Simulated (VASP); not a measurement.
Set up this calculation in VASP 6.6.1, as the native input.

```
Task                   : single point
Functional             : PBEsol
Potentials or basis    : VASP PAW PBE potentials, release 64 (Mg)
Cutoff                 : 520 eV
k mesh                 : 28 × 28 × 28
Occupations            : gaussian, width 0.1 eV
Spin                   : no spin polarisation
Dipole correction      : no
Further INCAR settings : ALGO = Fast; EDIFF = 1e-07; NBANDS = 7
```

The structure of Mg lies in POSCAR:

```
Mg
1.0
   -1.7778911114      1.7778911114      1.7778911114
    1.7778911114     -1.7778911114      1.7778911114
    1.7778911114      1.7778911114     -1.7778911114
Mg
1
Direct
    0.0000000000      0.0000000000      0.0000000000
```

This isn't the form of Mg at room conditions, which is hcp.

One way to write it, as run:

INCAR

```
SYSTEM = Mg
ALGO = Fast
EDIFF = 1E-7
ENCUT = 520
GGA = PS
ISIF = 2
ISMEAR = 0
LASPH = .True.
LCHARG = .False.
LREAL = .False.
LWAVE = .False.
NBANDS = 7
NELM = 80
PREC = Accurate
SIGMA = 0.1
```

KPOINTS

```
k-points
0
Gamma
  28 28 28
  0 0 0
```

Potentials or basis: VASP PAW PBE potentials, release 64 (Mg).

Command:

```bash
$ cat potpaw_PBE.64/Mg/POTCAR > POTCAR
$ mpirun -np 1 vasp_std > vasp.out
```

It gave:

* Pressure: 0.0 GPa
* Band gap on the k mesh: zero (bands 1 and 2 overlap by 4.82 eV)

Caveat: the PAW data sets were made with another functional, which shifts forces and pressure a little.

Run time: 71 s on 1 thread of Intel Xeon 8259CL, on a shared host, peak memory 0.23 GiB.
